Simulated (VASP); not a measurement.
# Ni (Im-3m) in VASP: further runs, part 2 of 3

VASP 6.6.1. The steps go on from the part before.

## 4. Single point, BLYP, collinear spin, ferromagnetic start (11.91 Å³/atom)

This run uses another cell than the first one, of 11.91 Å³/atom.

INCAR

```
PREC = Accurate ; ENCUT = 520
EDIFF = 1E-6 ; ISMEAR = -1
SIGMA = 0.05 ; LREAL = False
LASPH = True ; NELM = 150
ALGO = Normal ; ISIF = 2
LWAVE = False ; LCHARG = True
ISPIN = 2 ; MAGMOM = -0.58 -0.58
LORBIT = 11 ; LMAXMIX = 4
GGA = B5 ; ALDAX = 1.0
AGGAX = 1.0 ; AGGAC = 1.0
ALDAC = 0.0 ; LELF = True
LVHAR = True ; NBANDS = 21
```

KPOINTS

```
regular mesh
0
Gamma
  12 12 12
```

POSCAR

```
Ni
1.0
    2.8775356093      0.0000000000      0.0000000000
    0.0000000000      2.8775356093      0.0000000000
    0.0000000000      0.0000000000      2.8775356093
Ni
2
Direct
    0.0000000000      0.0000000000      0.0000000000
    0.5000000000      0.5000000000      0.5000000000
```

Potentials or basis: VASP PAW PBE potentials, release 64 (Ni).

Started as:

```bash
cat potpaw_PBE.64/Ni/POTCAR > POTCAR
mpirun -np 1 vasp_std > vasp.out
```

OUTCAR:

```text
PREC = Accurate
   ENCUT = 520
   EDIFF = 1E-6
   ISMEAR = -1
   LREAL = False
   LASPH = True
   NELM = 150
   ISIF = 2
   ISPIN = 2
   LORBIT = 11
   GGA = B5

 ion  position               nearest neighbor table
   1  0.000  0.000  0.000-   2 2.49   2 2.49   2 2.49   2 2.49   2 2.49   2 2.49   2 2.49   2 2.49

   2  0.500  0.500  0.500-   1 2.49   1 2.49   1 2.49   1 2.49   1 2.49   1 2.49   1 2.49   1 2.49

  LATTYP: Found a simple cubic cell.
 ALAT       =     2.8775356093

  Lattice vectors:

[... 1395 lines left out ...]
  external PRESSURE =     -46.6445875 kB  Pullay stress =       0.0000000 kB

 VOLUME and BASIS-vectors are now :
 -----------------------------------------------------------------------------
  energy-cutoff  :      520.00
  volume of cell :       23.83
      direct lattice vectors                 reciprocal lattice vectors
     2.877535609  0.000000000  0.000000000     0.347519592  0.000000000  0.000000000
     0.000000000  2.877535609  0.000000000     0.000000000  0.347519592  0.000000000
     0.000000000  0.000000000  2.877535609     0.000000000  0.000000000  0.347519592

 POSITION                                       TOTAL-FORCE (eV/Angst)
 -----------------------------------------------------------------------------------
      0.00000      0.00000      0.00000         0.000000      0.000000      0.000000
      1.43877      1.43877      1.43877        -0.000000     -0.000000     -0.000000
 -----------------------------------------------------------------------------------
    total drift:                                0.000000      0.000000     -0.000000

  FREE ENERGIE OF THE ION-ELECTRON SYSTEM (eV)
  ---------------------------------------------------
  free  energy   TOTEN  =        -9.0498039303 eV

  energy  without entropy=       -9.0240567734  energy(sigma->0) =       -9.03693035

 total charge

# of ion       s       p       d       tot
------------------------------------------
    1        0.460   0.402   8.356   9.218
    2        0.460   0.402   8.356   9.218
--------------------------------------------------
tot          0.920   0.804  16.712  18.436

 magnetization (x)

# of ion       s       p       d       tot
------------------------------------------
    1        0.006   0.016  -0.571  -0.550
    2        0.006   0.016  -0.571  -0.550
--------------------------------------------------
tot          0.011   0.031  -1.142  -1.099
```

OSZICAR:

```text
N       E                     dE             d eps       ncg     rms          rms(c)
DAV:   1     0.101894411572E+03    0.10189E+03   -0.85259E+03  7512   0.128E+03
DAV:   2    -0.478138460844E+01   -0.10668E+03   -0.98969E+02  7196   0.234E+02
DAV:   3    -0.106204191875E+02   -0.58390E+01   -0.55873E+01  8021   0.629E+01
DAV:   4    -0.107067949835E+02   -0.86376E-01   -0.86271E-01  8201   0.710E+00
DAV:   5    -0.107095181403E+02   -0.27232E-02   -0.27230E-02  8176   0.125E+00    0.118E+01
DAV:   6    -0.979669628068E+01    0.91282E+00   -0.71909E+00  8324   0.533E+01    0.835E+00
DAV:   7    -0.907276400368E+01    0.72393E+00   -0.17951E+00  8246   0.233E+01    0.205E+00
DAV:   8    -0.905438158012E+01    0.18382E-01   -0.12962E-02  9322   0.109E+00    0.103E+00
DAV:   9    -0.905073644840E+01    0.36451E-02   -0.65510E-04 10498   0.311E-01    0.334E-01
DAV:  10    -0.904990110429E+01    0.83534E-03   -0.12751E-04 10683   0.171E-01    0.111E-01
DAV:  11    -0.904980032891E+01    0.10078E-03   -0.62735E-05  9552   0.110E-01    0.257E-02
DAV:  12    -0.904980295393E+01   -0.26250E-05   -0.49675E-06  7406   0.190E-02    0.188E-02
DAV:  13    -0.904980393032E+01   -0.97638E-06   -0.10531E-06  6447   0.112E-02
   1 F= -.90498039E+01 E0= -.90369304E+01  d E =-.257472E-01  mag=    -1.0761
```

Run time: 30 s. Hardware: 1 thread of Intel Xeon 6975P-C (Granite Rapids), shared host; peak memory 0.18 GiB.

What came out:

```
Free energy                                           : -9.0498 eV
Pressure                                              : -4.7 GPa
Net moment                                            : -1.08 μB per cell
Site moments                                          : Ni -0.55 μB
Valence electrons inside the program's atomic spheres : Ni 9.22
```

Levels at points of the mesh, in eV from the Fermi level:
Spin up:
```tsv
k point	band 8	band 9	band 10	band 11	band 12	band 13
(0.00, 0.00, 0.00)	-0.37	0.44	0.44	0.44	9.35	9.35
(0.50, 0.00, 0.00)	-1.09	-0.49	-0.49	0.42	0.42	15.99
(0.50, 0.50, 0.00)	-0.24	0.60	0.60	0.65	0.65	6.19
(0.50, 0.50, 0.50)	-0.21	-0.21	-0.21	8.10	8.10	8.10
```
Spin down:
| k point | band 7 | band 8 | band 9 | band 10 | band 11 | band 12 | band 13 | band 14 |
| --- | --- | --- | --- | --- | --- | --- | --- | --- |
| (0.00, 0.00, 0.00) | -0.81 | -0.81 | -0.29 | -0.29 | -0.29 | 9.32 | 9.32 | 9.32 |
| (0.50, 0.00, 0.00) | -1.73 | -1.73 | -1.19 | -1.19 | 0.05 | 0.05 | 15.85 | 15.85 |
| (0.50, 0.50, 0.00) | -0.68 | -0.68 | -0.10 | -0.10 | 0.62 | 0.62 | 5.87 | 5.87 |
| (0.50, 0.50, 0.50) | -0.66 | -0.66 | -0.66 | -0.66 | 7.89 | 7.89 | 7.89 | 7.89 |

Caveat: the cell stands under tension; the PAW data sets were made with another functional, which shifts forces and pressure a little.

## 5. Single point, BLYP, collinear spin, ferromagnetic start (12.37 Å³/atom)

This run uses another cell than the first one, of 12.37 Å³/atom.

INCAR

```
AGGAC = 1.0
AGGAX = 1.0
ALDAC = 0.0
ALDAX = 1.0
ALGO = Normal
EDIFF = 1E-6
ENCUT = 520
GGA = B5
ISIF = 2
ISMEAR = -1
ISPIN = 2
LASPH = T
LCHARG = F
LMAXMIX = 4
LORBIT = 11
LREAL = F
LWAVE = F
MAGMOM = -0.58 -0.58
NBANDS = 21
NELM = 150
PREC = Accurate
SIGMA = 0.05
```

KPOINTS

```
k-points
0
Gamma
  12 12 12
```

POSCAR

```
Ni
1.0
    2.9139639778      0.0000000000      0.0000000000
    0.0000000000      2.9139639778      0.0000000000
    0.0000000000      0.0000000000      2.9139639778
Ni
2
Direct
    0.0000000000      0.0000000000      0.0000000000
    0.5000000000      0.5000000000      0.5000000000
```

Potentials or basis: VASP PAW PBE potentials, release 64 (Ni).

Started as:

```bash
cat potpaw_PBE.64/Ni/POTCAR > POTCAR
mpirun -np 1 vasp_std > vasp.out
```

OUTCAR:

```text
EDIFF = 1E-6
   ENCUT = 520
   GGA = B5
   ISIF = 2
   ISMEAR = -1
   ISPIN = 2
   LASPH = T
   LORBIT = 11
   LREAL = F
   NELM = 150
   PREC = Accurate

 ion  position               nearest neighbor table
   1  0.000  0.000  0.000-   2 2.52   2 2.52   2 2.52   2 2.52   2 2.52   2 2.52   2 2.52   2 2.52

   2  0.500  0.500  0.500-   1 2.52   1 2.52   1 2.52   1 2.52   1 2.52   1 2.52   1 2.52   1 2.52

  LATTYP: Found a simple cubic cell.
 ALAT       =     2.9139639778

  Lattice vectors:

 A1 = (   2.9139639778,   0.0000000000,   0.0000000000)
 A2 = (   0.0000000000,   2.9139639778,   0.0000000000)
 A3 = (   0.0000000000,   0.0000000000,   2.9139639778)

Analysis of symmetry for initial positions (statically):
=====================================================================
 Subroutine PRICEL returns following result:

  LATTYP: Found a body centered cubic cell.
 ALAT       =     2.9139639778
[... 12 lines left out ...]
 Subroutine GETGRP returns: Found 48 space group operations
 (whereof 48 operations were pure point group operations)
 out of a pool of 48 trial point group operations.

The static configuration has the point symmetry O_h .

Analysis of symmetry for dynamics (positions and initial velocities):
=====================================================================
 Subroutine PRICEL returns following result:

  LATTYP: Found a body centered cubic cell.
 ALAT       =     2.9139639778
[... 12 lines left out ...]
 Subroutine GETGRP returns: Found 48 space group operations
 (whereof 48 operations were pure point group operations)
 out of a pool of 48 trial point group operations.

The dynamic configuration has the point symmetry O_h .

Analysis of structural, dynamic, and magnetic symmetry:
=====================================================================
 Subroutine PRICEL returns following result:

  LATTYP: Found a body centered cubic cell.
 ALAT       =     2.9139639778
[... 12 lines left out ...]
 Subroutine GETGRP returns: Found 48 space group operations
 (whereof 48 operations were pure point group operations)
 out of a pool of 48 trial point group operations.

The overall configuration has the point symmetry O_h .

 Subroutine INISYM returns: Found 48 space group operations
[... 140 lines left out ...]

  energy without entropy =       -8.98210363  energy(sigma->0) =       -8.99579060

 E-fermi :   8.0076     XC(G=0): -11.9320

 val. band max:        8.0075358882   @ k =   0.3333   0.2500   0.2500
 cond. band min:       8.0207532435   @ k =   0.5000   0.0000   0.0000
 fundamental gap:      0.0132173553
 Fermi energy:         8.0076169047

 spin component 1

 k-point     1 :       0.0000    0.0000    0.0000
  band No.  band energies     occupation
      1       0.0986      1.00000
      2       4.8581      1.00000
      3       4.8582      1.00000
      4       6.6744      1.00000
      5       6.6745      1.00000
      6       6.6745      1.00000
[... 565 lines left out ...]
     20      33.3807      0.00000
     21      33.5668      0.00000

 [... further k-points ...]

 spin component 2

 k-point     1 :       0.0000    0.0000    0.0000
  band No.  band energies     occupation
      1       0.1030      1.00000
      2       4.5460      1.00000
      3       4.5460      1.00000
      4       6.0014      1.00000
      5       6.0014      1.00000
      6       6.0014      1.00000
[... 565 lines left out ...]
     20      33.3125      0.00000
     21      33.4617      0.00000

 [... further k-points ...]

------------------------ aborting loop because EDIFF is reached ----------------------------------------

  FORCE on cell =-STRESS in cart. coord.  units (eV):
  Direction    XX          YY          ZZ          XY          YZ          ZX
  --------------------------------------------------------------------------------------
  -------------------------------------------------------------------------------------
  Total       -1.4433418     -1.4433418     -1.4433418      0.0000000      0.0000000      0.0000000
  in kB      -93.4603133    -93.4603133    -93.4603133      0.0000000      0.0000000      0.0000000
  external PRESSURE =     -93.4603133 kB  Pullay stress =       0.0000000 kB

 VOLUME and BASIS-vectors are now :
 -----------------------------------------------------------------------------
  energy-cutoff  :      520.00
  volume of cell :       24.74
      direct lattice vectors                 reciprocal lattice vectors
     2.913963978  0.000000000  0.000000000     0.343175141  0.000000000  0.000000000
     0.000000000  2.913963978  0.000000000     0.000000000  0.343175141  0.000000000
     0.000000000  0.000000000  2.913963978     0.000000000  0.000000000  0.343175141

 POSITION                                       TOTAL-FORCE (eV/Angst)
 -----------------------------------------------------------------------------------
      0.00000      0.00000      0.00000         0.000000     -0.000000      0.000000
      1.45698      1.45698      1.45698        -0.000000      0.000000     -0.000000
 -----------------------------------------------------------------------------------
    total drift:                                0.000000      0.000000     -0.000000

  FREE ENERGIE OF THE ION-ELECTRON SYSTEM (eV)
  ---------------------------------------------------
  free  energy   TOTEN  =        -9.0094775728 eV

  energy  without entropy=       -8.9821036294  energy(sigma->0) =       -8.99579060

 total charge

# of ion       s       p       d       tot
------------------------------------------
    1        0.447   0.375   8.345   9.167
    2        0.447   0.375   8.345   9.167
--------------------------------------------------
tot          0.895   0.750  16.689  18.334

 magnetization (x)

# of ion       s       p       d       tot
------------------------------------------
    1        0.006   0.016  -0.587  -0.566
    2        0.006   0.016  -0.587  -0.566
--------------------------------------------------
tot          0.012   0.031  -1.175  -1.132
```

OSZICAR:

```text
N       E                     dE             d eps       ncg     rms          rms(c)
DAV:   1     0.101761144506E+03    0.10176E+03   -0.86076E+03  7552   0.126E+03
DAV:   2    -0.472961593757E+01   -0.10649E+03   -0.98678E+02  7186   0.232E+02
DAV:   3    -0.105624415305E+02   -0.58328E+01   -0.55845E+01  8016   0.629E+01
DAV:   4    -0.106469257814E+02   -0.84484E-01   -0.84395E-01  8306   0.700E+00
DAV:   5    -0.106494823893E+02   -0.25566E-02   -0.25565E-02  8283   0.119E+00    0.115E+01
DAV:   6    -0.983503409576E+01    0.81445E+00   -0.75589E+00  8293   0.539E+01    0.876E+00
DAV:   7    -0.902932081182E+01    0.80571E+00   -0.19702E+00  8229   0.241E+01    0.190E+00
DAV:   8    -0.901412702686E+01    0.15194E-01   -0.13804E-02  9135   0.108E+00    0.995E-01
DAV:   9    -0.901045207566E+01    0.36750E-02   -0.69041E-04 10504   0.330E-01    0.330E-01
DAV:  10    -0.900955527521E+01    0.89680E-03   -0.17038E-04 10621   0.203E-01    0.105E-01
DAV:  11    -0.900947485221E+01    0.80423E-04   -0.69254E-05  9597   0.111E-01    0.261E-02
DAV:  12    -0.900947694419E+01   -0.20920E-05   -0.45074E-06  7663   0.185E-02    0.203E-02
DAV:  13    -0.900947815167E+01   -0.12075E-05   -0.11193E-06  6846   0.120E-02    0.735E-03
DAV:  14    -0.900947757275E+01    0.57892E-06   -0.12819E-07  3853   0.427E-03
   1 F= -.90094776E+01 E0= -.89957906E+01  d E =-.273739E-01  mag=    -1.1038
```

It took 33 s on 1 thread of Intel Xeon 6975P-C (Granite Rapids), shared host; peak memory 0.19 GiB.

What came out:

```
Free energy                                           : -9.0095 eV
Pressure                                              : -9.3 GPa
Net moment                                            : -1.10 μB per cell
Site moments                                          : Ni -0.57 μB
Valence electrons inside the program's atomic spheres : Ni 9.17
```

Caveat: the cell stands under tension; the PAW data sets were made with another functional, which shifts forces and pressure a little.

[end of part 2 of 3]
